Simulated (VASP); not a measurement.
# H19NO8 in VASP: a series of runs, part 3 of 3

VASP 6.6.1. Earlier steps stand in the parts before.

## Step 5: Single point, PBE+D3(BJ)

INCAR

```
SYSTEM = H19NO8
ALGO     = Normal         ! electronic algorithm
EDIFF    = 1E-6           ! SCF threshold, eV
ENCUT    = 520            ! plane-wave cutoff, eV
GGA      = PE             ! functional
ISIF     = 2              ! what is computed and relaxed
ISMEAR   = -1             ! smearing method
IVDW     = 12             ! dispersion correction
LASPH    = .TRUE.         ! aspherical terms in the spheres
LCHARG   = .FALSE.        ! write CHGCAR
LREAL    = Auto         
LWAVE    = .FALSE.        ! write WAVECAR
NBANDS   = 56             ! bands
NELM     = 60             ! most SCF steps
PREC     = Accurate       ! precision mode
SIGMA    = 0.02           ! smearing width, eV
```

KPOINTS

```
k-points
0
G
  1 1 1
  0 0 0
```

POSCAR

```
H19NO8
1.0
    6.3088310000      0.0000000000      0.0000000000
    0.0000000000      6.3088310000      0.0000000000
    0.0000000000      0.0000000000      6.3088310000
O H N
8 19 1
Direct
    0.6998285419      0.6492010961      1.0380845516
    0.2226085942      0.1494413149      0.6253139448
    0.7930946320      0.0296251397      0.1250152366
    0.9902785476      0.8683859181      0.4861914989
    0.3438196395      0.5220301511      0.8564027155
    0.6032654861      0.2598579673      0.4120097685
    0.5931526776      0.6925688769      0.5296543845
    0.8414871154      0.3039390340      0.7885296024
    0.5556179901      0.5994771456      0.9868389247
    0.7887198120      0.5368664971      0.9617946653
    0.3467361861      0.1640240482      0.5442371178
    0.1436716247      0.0226190874      0.5809000114
    0.9183317797     -0.0071170079      0.2177423995
    0.7435767419     -0.1148548756      0.0736428032
    0.8437220778      0.8334190597      0.5088422879
    1.0534439740      0.7365389880      0.3987743530
    0.3809422063      0.6201307342      0.7406601952
    0.3289674426      0.3809739078      0.7979291251
    0.6764486162      0.2250179154      0.5467890961
    0.6436691679      0.1583494628      0.3005311127
    0.5488021473      0.7211478640      0.3801655172
    0.6548281290      0.5528599514      0.5158483402
    0.7995459064      0.2096267914      0.9059206056
    0.9949545328      0.2761208852      0.7480149651
    0.1989909066      0.5741000195      0.1289620851
    0.1872296151      0.4324731476      0.3430588012
   -0.0379309574      0.4804376595      0.2236388960
    0.1035057049      0.5371835131      0.2582728876
```

Potentials or basis: VASP PAW PBE potentials, release 64 (O, H, N).

Started as:

```sh
$ cat potpaw_PBE.64/O/POTCAR potpaw_PBE.64/H/POTCAR potpaw_PBE.64/N/POTCAR > POTCAR
$ mpirun -np 1 vasp_gam > vasp.out
```

OUTCAR:

```text
SYSTEM = H19NO8
   EDIFF = 1E-6
   ENCUT = 520
   GGA = PE
   ISIF = 2
   ISMEAR = -1
   IVDW = 12
   LASPH = .TRUE.
   LREAL = Auto
   NELM = 60
   PREC = Accurate
 IVDW          = 12

 ion  position               nearest neighbor table
   1  0.700  0.649  0.038-   9 1.02  10 1.02
   2  0.223  0.149  0.625-  11 0.94  12 0.98
   3  0.793  0.030  0.125-  13 1.01  14 1.02
   4  0.990  0.868  0.486-  15 0.96  16 1.07
   5  0.344  0.522  0.856-  18 0.97  17 0.99
   6  0.603  0.260  0.412-  20 0.98  19 0.99
   7  0.593  0.693  0.530-  22 0.97  21 1.00
   8  0.841  0.304  0.789-  23 0.99  24 1.02
   9  0.556  0.599  0.987-   1 1.02
  10  0.789  0.537  0.962-   1 1.02
  11  0.347  0.164  0.544-   2 0.94
  12  0.144  0.023  0.581-   2 0.98
  13  0.918  0.993  0.218-   3 1.01
  14  0.744  0.885  0.074-   3 1.02
[... 11 lines left out ...]
  26  0.187  0.432  0.343-  28 1.00
  27  0.962  0.480  0.224-  28 0.99
  28  0.104  0.537  0.258-  27 0.99  26 1.00  25 1.04

  LATTYP: Found a simple cubic cell.
 ALAT       =     6.3088310000

  Lattice vectors:

 A1 = (   6.3088310000,   0.0000000000,   0.0000000000)
 A2 = (   0.0000000000,   6.3088310000,   0.0000000000)
 A3 = (   0.0000000000,   0.0000000000,   6.3088310000)

Analysis of symmetry for initial positions (statically):
=====================================================================
 Subroutine PRICEL returns:
 Original cell was already a primitive cell.

 Routine SETGRP: Setting up the symmetry group for a
 simple cubic supercell.

 Subroutine GETGRP returns: Found  1 space group operations
 (whereof  1 operations were pure point group operations)
 out of a pool of 48 trial point group operations.

The static configuration has the point symmetry C_1 .

Analysis of symmetry for dynamics (positions and initial velocities):
=====================================================================
 Subroutine PRICEL returns:
 Original cell was already a primitive cell.

 Routine SETGRP: Setting up the symmetry group for a
 simple cubic supercell.

 Subroutine GETGRP returns: Found  1 space group operations
 (whereof  1 operations were pure point group operations)
 out of a pool of 48 trial point group operations.

The dynamic configuration has the point symmetry C_1 .

 Subroutine INISYM returns: Found  1 space group operations
 (whereof  1 operations are pure point group operations),
 and found     1 'primitive' translations

----------------------------------------------------------------------------------------

                                     Primitive cell

  volume of cell :     251.1000

  direct lattice vectors                    reciprocal lattice vectors
     6.308831000  0.000000000  0.000000000     0.158507971  0.000000000  0.000000000
     0.000000000  6.308831000  0.000000000     0.000000000  0.158507971  0.000000000
     0.000000000  0.000000000  6.308831000     0.000000000  0.000000000  0.158507971

  length of vectors
     6.308831000  6.308831000  6.308831000     0.158507971  0.158507971  0.158507971

  position of ions in fractional coordinates (direct lattice)
     0.699828542  0.649201096  0.038084552
     0.222608594  0.149441315  0.625313945
     0.793094632  0.029625140  0.125015237
     0.990278548  0.868385918  0.486191499
     0.343819639  0.522030151  0.856402716
     0.603265486  0.259857967  0.412009768
[... 20 lines left out ...]
     0.962069043  0.480437659  0.223638896
     0.103505705  0.537183513  0.258272888

  ion indices of the primitive-cell ions
   primitive index   ion index
                 1           1
                 2           2
                 3           3
                 4           4
                 5           5
                 6           6
[... 20 lines left out ...]
                27          27
                28          28

----------------------------------------------------------------------------------------

 KPOINTS: k-points

Automatic generation of k-mesh.
 Grid dimensions read from file:
 generate k-points for:    1    1    1

 Generating k-lattice:

  Cartesian coordinates                     Fractional coordinates (reciprocal lattice)
     0.158507971  0.000000000  0.000000000     1.000000000  0.000000000  0.000000000
     0.000000000  0.158507971  0.000000000     0.000000000  1.000000000  0.000000000
     0.000000000  0.000000000  0.158507971     0.000000000  0.000000000  1.000000000

  Length of vectors
     0.158507971  0.158507971  0.158507971

  Shift w.r.t. Gamma in fractional coordinates (k-lattice)
     0.000000000  0.000000000  0.000000000

 Subroutine IBZKPT returns following result:
 ===========================================

 Found      1 irreducible k-points:

 Following reciprocal coordinates:
            Coordinates               Weight
  0.000000  0.000000  0.000000      1.000000
   k-points           NKPTS =      1   k-points in BZ     NKDIM =      1   number of bands    NBANDS=     56
   number of dos      NEDOS =    301   number of ions     NIONS =     28
   total plane-waves  NPLWV = 110592
   dimension x,y,z NGX =    48 NGY =   48 NGZ =   48
   dimension x,y,z NGXF=    96 NGYF=   96 NGZF=   96
   ions per type =               8  19   1
   NGX,Y,Z   is equivalent  to a cutoff of  12.65, 12.65, 12.65 a.u.
   NGXF,Y,Z  is equivalent  to a cutoff of  25.30, 25.30, 25.30 a.u.
 SYSTEM =  H19NO8
   PREC   = accura    normal or accurate (medium, high low for compatibility)
   ISTART =      0    job   : 0-new  1-cont  2-samecut
   ICHARG =      2    charge: 1-file 2-atom 10-const
   ISPIN  =      1    spin polarized calculation?
   LNONCOLLINEAR =      F non collinear calculations
   LSORBIT =      F    spin-orbit coupling
   LASPH  =      T    aspherical Exc in radial PAW
   ENCUT  =  520.0 eV  38.22 Ry    6.18 a.u.  11.73 11.73 11.73*2*pi/ulx,y,z
   NELM   =     60;   NELMIN=  2; NELMDL= -5     # of ELM steps
   EDIFF  = 0.1E-05   stopping-criterion for ELM
   LREAL  =      T    real-space projection
   EDIFFG = 0.1E-04   stopping-criterion for IOM
   NSW    =      0    number of steps for IOM
   IBRION =     -1    ionic relax: 0-MD 1-quasi-New 2-CG
   NFREE  =      0    steps in history (QN), initial steepest desc. (CG)
   ISIF   =      2    stress and relaxation
   ISYM   =      2    0-nonsym 1-usesym 2-fastsym
   POTIM  = 0.5000    time-step for ionic-motion
   TEBEG  =    0.0;   TEEND  =   0.0 temperature during run
   PSTRESS=    0.0 pullay stress
   NELECT =      72.0000    total number of electrons
   NUPDOWN=      -1.0000    fix difference up-down
   EMIN   =  10.00;   EMAX   =-10.00  energy-range for DOS
   EFERMI =   0.00;   METHOD = LEGACY
   ISMEAR =    -1;   SIGMA  =   0.02  broadening in eV -4-tet -1-fermi 0-gaus
   EFERMI_NEDOS =   21; number of points for ismear=-14 and -15
   IALGO  =     38    algorithm
   IMIX   =      4    mixing-type and parameters
     AMIX     =   0.40;   BMIX     =  1.00
     AMIX_MAG =   1.60;   BMIX_MAG =  1.00
  volume/ion in A,a.u.               =       8.97        60.52
  Fermi-wavevector in a.u.,A,eV,Ry     =   1.079535  2.040026 15.856176  1.165396
  Thomas-Fermi vector in A             =   2.215503
   LORBIT       =      0    0 simple, 1 ext, 2 COOP (PROOUT), +10 PAW based schemes
   GGA     = PE    functional components
   LHFCALC =     F    Hartree Fock is set to
   AEXX    =    0.0000 exact exchange contribution
   IVDW    =    12    specifies the selected vdW correction
   LEPSILON=     F    determine dielectric tensor
   LRPA    =     F    only Hartree local field effects (RPA)
 non-spin polarized calculation
  energy-cutoff  :      520.00
  volume of cell :      251.10
 maximum number of plane-waves:      3382
 NGX is ok and might be reduce to    48
   NGX = 23   NGY = 23   NGZ = 23

 number of electron      71.9999999 magnetization

 Free energy of the ion-electron system (eV)
  ---------------------------------------------------
  ext. energy  EPLUGINS =         0.00000000
  ---------------------------------------------------
  free energy    TOTEN  =      -136.55233619 eV

  energy without entropy =     -136.55233619  energy(sigma->0) =     -136.55233619

 E-fermi :  -2.4854     XC(G=0):  -7.1259

 val. band max:       -2.9809965659   @ k =   0.0000   0.0000   0.0000
 cond. band min:       1.6098110274   @ k =   0.0000   0.0000   0.0000
 fundamental gap:      4.5908075933
 Fermi energy:        -2.4854387916

 k-point     1 :       0.0000    0.0000    0.0000
  band No.  band energies     occupation
      1     -22.3705      2.00000
      2     -22.0052      2.00000
      3     -21.8063      2.00000
      4     -21.5490      2.00000
      5     -21.2327      2.00000
      6     -21.1888      2.00000
[... 40 lines left out ...]
     47       7.4578      0.00000
     48       7.8410      0.00000
 [bands above 48 left out]

------------------------ aborting loop because EDIFF is reached ----------------------------------------

 Edisp (eV)   -1.07823

 E8    (eV) :    -0.2219

  FORCE on cell =-STRESS in cart. coord.  units (eV):
  Direction    XX          YY          ZZ          XY          YZ          ZX
  --------------------------------------------------------------------------------------
  -------------------------------------------------------------------------------------
  Total       2.25992     3.79379     0.43615     1.75105     0.44659     0.62414
  in kB      14.41973    24.20681     2.78291    11.17281     2.84950     3.98243
  external pressure =       13.80 kB  Pullay stress =        0.00 kB

 VOLUME and BASIS-vectors are now :
 -----------------------------------------------------------------------------
  energy-cutoff  :      520.00
  volume of cell :      251.10
      direct lattice vectors                 reciprocal lattice vectors
     6.308831000  0.000000000  0.000000000     0.158507971  0.000000000  0.000000000
     0.000000000  6.308831000  0.000000000     0.000000000  0.158507971  0.000000000
     0.000000000  0.000000000  6.308831000     0.000000000  0.000000000  0.158507971

 POSITION                                       TOTAL-FORCE (eV/Angst)
 -----------------------------------------------------------------------------------
      4.41510      4.09570      0.24027        -0.168805     -1.709828     -0.744626
      1.40440      0.94280      3.94500        -0.798237      1.216001      1.975510
      5.00350      0.18690      0.78870         0.518978     -0.189659      0.138405
      6.24750      5.47850      3.06730         1.405627     -0.528886     -1.047518
      2.16910      3.29340      5.40290         0.034880      0.992748      0.414399
      3.80590      1.63940      2.59930        -0.720427      0.458943      0.898063
[... 20 lines left out ...]
      6.06953      3.03100      1.41090        -1.155548     -0.602912     -0.617068
      0.65300      3.38900      1.62940         2.031468      1.529013      0.144589
 -----------------------------------------------------------------------------------
    total drift:                                0.005409     -0.002048      0.002881

  FREE ENERGIE OF THE ION-ELECTRON SYSTEM (eV)
  ---------------------------------------------------
  free  energy   TOTEN  =      -137.6305661029 eV

  energy  without entropy=     -137.6305661029  energy(sigma->0) =     -137.63056610
```

It took 62 s on 1 thread of Intel Xeon 8259CL, shared host; peak memory 0.31 GiB.

What came out:

```yaml
Free_energy: -137.6306 eV
Pressure: 1.4 GPa
Largest_force: 2.547 eV/Å
Dispersion_energy_per_atom: -0.039 eV
```

Forces in eV/Å, atoms in the order of the input:
```
O   -0.169 -1.710 -0.745
O   -0.798  1.216  1.976
O    0.519 -0.190  0.138
O    1.406 -0.529 -1.048
O    0.035  0.993  0.414
O   -0.720  0.459  0.898
O   -0.758  0.949 -1.099
O    0.612  0.480 -0.455
H    0.503  0.233  0.217
H   -0.473  1.071  0.252
H    1.877  0.253 -1.377
H   -0.709 -0.700 -0.279
H   -0.885  0.275 -0.277
H    0.323  0.154 -0.006
H   -0.978 -0.318  0.493
H   -0.447  0.331  0.357
H    0.013 -0.351 -0.252
H   -0.173 -0.568 -0.368
H    0.263  0.008 -0.418
H    0.624 -0.242 -0.185
H    0.289 -0.234  1.084
H    0.091 -0.729 -0.075
H    0.622 -0.505  0.192
H   -1.153 -0.125  0.352
H   -0.997 -0.382  0.108
H    0.209 -0.767  0.574
H   -1.156 -0.603 -0.617
N    2.031  1.529  0.145
```

Levels at points of the mesh, in eV from the Fermi level:
| k point | band 33 | band 34 | band 35 | band 36 | band 37 | band 38 | band 39 | band 40 |
| --- | --- | --- | --- | --- | --- | --- | --- | --- |
| (0.00, 0.00, 0.00) | -1.12 | -0.94 | -0.70 | -0.50 | 4.10 | 7.28 | 7.64 | 8.04 |

Caveat: the k points lie up to 1.00 Å⁻¹ apart, too coarse for converged energies, forces and pressures.

## Step 6: Overview

| cell | pressure (GPa) | largest force (eV/Å) |
| --- | --- | --- |
| as given, atomic positions A | 0.4 | 0.23 |
| as given, atomic positions B | 1.4 | 2.54 |
| as given, atomic positions C | 1.0 | 4.61 |
| as given, atomic positions D | 1.4 | 2.55 |

Alike in all rows: task single point; level PBE+D3(BJ); potentials or basis VASP PAW PBE potentials, release 64 (O, H, N); no spin polarisation; k mesh 1 × 1 × 1; cutoff (eV) 520; smearing fermi-dirac 0.02 eV.

Caveats: all runs use coarse meshes.

Absolute energies hang on the potentials; compare differences alone.
